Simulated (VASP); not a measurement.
A run of VASP 6.6.1:

The input INCAR:

```
PREC     = Accurate       # precision mode
ENCUT    = 600            # plane-wave cutoff, eV
EDIFF    = 1E-6           # SCF threshold, eV
ISMEAR   = 0              # smearing method
SIGMA    = 0.1            # smearing width, eV
LREAL    = False          # projectors in reciprocal space
LASPH    = True           # aspherical terms in the spheres
NELM     = 80             # most SCF steps
ALGO     = Normal         # electronic algorithm
ISIF     = 3              # what is computed and relaxed
LWAVE    = False          # write WAVECAR
LCHARG   = False          # write CHGCAR
GGA      = PE             # functional
IBRION   = 2              # ionic algorithm
NSW      = 100            # ionic steps
EDIFFG   = -0.005         # ionic threshold
```

File KPOINTS:

```
Automatic mesh
0
Gamma
  18 18 18
```

POSCAR

```
Pt
1.0
    0.0000000000      1.9836737139      1.9836737139
    1.9836737139      0.0000000000      1.9836737139
    1.9836737139      1.9836737139      0.0000000000
Pt
1
Direct
    0.0000000000      0.0000000000      0.0000000000
```

Potentials or basis: VASP PAW PBE potentials, release 64 (Pt).

Run with:

```bash
$ cat potpaw_PBE.64/Pt/POTCAR > POTCAR
$ mpirun -np 1 vasp_std > vasp.out
```

Hardware: 1 thread of Intel Xeon 8259CL, with other jobs on the host.

Estimate the wall time of this run.

Run time: 50 s on 1 thread of Intel Xeon 8259CL (shared host), peak memory 0.17 GiB. Counts: scf iterations 20, k points 195, ion steps 3.
